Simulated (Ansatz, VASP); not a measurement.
# One calculation of Li, two programs

```
Li
1.0
     3.03262    0.00000    0.00000
    -1.51631    2.62632    0.00000
     0.00000    0.00000   10.20007
Li
4
Direct
  0.33333 0.66667 0.11855
  0.66667 0.33333 0.61855
  0.33333 0.66667 0.38145
  0.66667 0.33333 0.88145
```

Alike in both runs: task relaxation of cell and atoms; functional PBE; k mesh 18 × 18 × 6; occupations gaussian, width 0.1 eV; no spin polarisation.

```csv
,VASP,Ansatz
version,VASP 6.6.1,Ansatz 0.2.0
potentials or method,"VASP PAW PBE potentials, release 64 (Li_sv), cutoff 600 eV","scalar-relativistic, plane waves, PAW"
valence electrons in the cell,12,12
```

```csv
,VASP,Ansatz,Ansatz less VASP
"gap on the k mesh at the Fermi level, each at its own relaxed structure (eV)",none,none,-
relaxed volume (Å³/atom),20.17,20.36,+0.191
relaxed length of the cell vector where the two differ most in proportion (Å),2.976,2.987,+0.0107
```

A gap of «none» marks a metal or a gap that the smearing closes.

Noted on VASP's run: the cutoff is under 1.25 times that of the potentials, so the pressure is a little rough.
